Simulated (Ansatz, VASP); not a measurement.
# One calculation of SrTiO3, two programs

```
Sr Ti O
1.0
     3.90500    0.00000    0.00000
     0.00000    3.90500    0.00000
     0.00000    0.00000    3.86595
Sr Ti O
1 1 3
Direct
  0.00000 0.00000 0.00000
  0.50000 0.50000 0.50000
  0.00000 0.50000 0.50000
  0.50000 0.00000 0.50000
  0.50000 0.50000 0.00000
```

Change from the starting cell: z stretched by -1 %, ions relaxed.

Alike in both runs: task relaxation of the atoms; functional PBE; k mesh 8 × 8 × 8; occupations fermi-dirac, width 0.02 eV; no spin polarisation.

|  | VASP | Ansatz |
| --- | --- | --- |
| version | VASP 6.6.1 | Ansatz 0.2.0 |
| potentials or method | VASP PAW PBE potentials, release 64 (Sr_sv, Ti_sv, O) | plane-wave PAW, scalar-relativistic |
| plane-wave cutoff (eV) | 520 | 420 |
| valence electrons in the cell | 40 | 40 |

|  | VASP | Ansatz | Ansatz less VASP |
| --- | --- | --- | --- |
| gap on the k mesh at the Fermi level, each at its own relaxed structure (eV) | 1.86 | 1.89 | +0.032 |

Ansatz's warnings: stress scf threshold loose.

Noted on VASP's run: the relaxation stopped at its first step, so nothing moved.
